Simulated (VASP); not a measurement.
Write the native input for VASP 6.6.1 that does the following.

| Quantity | Value |
| --- | --- |
| Task | single point |
| Functional | PBE |
| Dispersion | D3(BJ) |
| Potentials or basis | VASP PAW PBE potentials, release 64 (W_sv, S) |
| Cutoff | 520 eV |
| k mesh | 2 × 2 × 2 |
| Occupations | gaussian, width 0.01 eV |
| Spin | no spin polarisation |
| Dipole correction | no |
| Further INCAR settings | LREAL = Auto; ALGO = Normal; EDIFF = 1e-07; NBANDS = 216 |

The structure of W15S28 (a cell with a defect) lies in POSCAR:

```
W15S28
1.0
    7.8852229175     -2.7315213444      0.0000000000
   -6.3081783340     -5.4630426888      0.0000000000
    0.0000000000      0.0000000000    -12.1448340132
W S
15 28
Direct
    0.0953899565      0.6190300751      0.2466207165
    0.3809699249      0.4763598813      0.2466207165
    0.9522655895      0.1910824111      0.2486760540
    0.6666666667      0.3333333333      0.2483816599
    0.2388168216      0.0477344105      0.2486760540
    0.8089175889      0.7611831784      0.2486760540
    0.5236401187      0.9046100435      0.2466207165
    0.3333333333      0.6666666667      0.7436830090
    0.6130623089      0.5176020699      0.7389169275
    0.1841788655      0.2285860899      0.7488198826
    0.9045397610      0.3869376911      0.7389169275
    0.4823979301      0.0954602390      0.7389169275
    0.0444072245      0.8158211345      0.7488198826
    0.7714139101      0.9555927755      0.7488198826
    0.0000000000      0.0000000000      0.9499711370
    0.0955242768      0.6230428065      0.8730258024
    0.3769571935      0.4724814703      0.8730258024
    0.9356132080      0.2132397296      0.8875796608
    0.6666666667      0.3333333333      0.8699399254
    0.2776265215      0.0643867920      0.8875796608
    0.7867602704      0.7223734785      0.8875796608
    0.5275185297      0.9044757232      0.8730258024
    0.3333333333      0.6666666667      0.3761195777
    0.6169434055      0.5228626943      0.3777697480
    0.1910781875      0.2390251168      0.3773372646
    0.9059192888      0.3830565945      0.3777697480
    0.4771373057      0.0940807112      0.3777697480
    0.0479469293      0.8089218125      0.3773372646
    0.7609748832      0.9520530707      0.3773372646
    0.0996276735      0.6284054726      0.6150449658
    0.3715945274      0.4712222010      0.6150449658
    0.9538810924      0.1892703762      0.6167164497
    0.6666666667      0.3333333333      0.6083682160
    0.2353892838      0.0461189076      0.6167164497
    0.8107296238      0.7646107162      0.6167164497
    0.5287777990      0.9003723265      0.6150449658
    0.3333333333      0.6666666667      0.1163091840
    0.6187843197      0.5227962502      0.1179038639
    0.1845755535      0.2307544854      0.1165618637
    0.9040119305      0.3812156803      0.1179038639
    0.4772037498      0.0959880695      0.1179038639
    0.0461789319      0.8154244465      0.1165618637
    0.7692455146      0.9538210681      0.1165618637
```

This cell differs from its parent crystal: with an interstitial atom, then relaxed in part.

These files were run (other wordings do the same):

INCAR

```
PREC = Accurate ; ENCUT = 520
EDIFF = 1E-7 ; ISMEAR = 0
SIGMA = 0.01 ; LREAL = Auto
LASPH = True ; NELM = 60
ALGO = Normal ; ISIF = 2
LWAVE = False ; LCHARG = False
GGA = PE ; IVDW = 12
NBANDS = 216
```

KPOINTS

```
regular mesh
0
Gamma
  2 2 2
```

Potentials or basis: VASP PAW PBE potentials, release 64 (W_sv, S).

Launch:

```sh
$ cat potpaw_PBE.64/W_sv/POTCAR potpaw_PBE.64/S/POTCAR > POTCAR
$ mpirun -np 1 vasp_std > vasp.out
```

Results of the run:

```yaml
Pressure: 0.8 GPa
Largest_force: 0.036 eV/Å
Band_gap_on_the_k_mesh: 0.15 eV
Dispersion_energy_per_atom: -0.451 eV
```

Caveat: the k points lie up to 0.43 Å⁻¹ apart; the cell differs from its parent crystal (with an interstitial atom, then relaxed in part); spin-orbit coupling is left out, which moves the levels of the heavy elements.

Wall time 28 min on 1 thread of Intel(R) Xeon(R) Platinum 8259CL CPU @ 2.50GHz (Skylake/Cascade Lake), with other jobs on the host, peak memory 0.94 GiB.
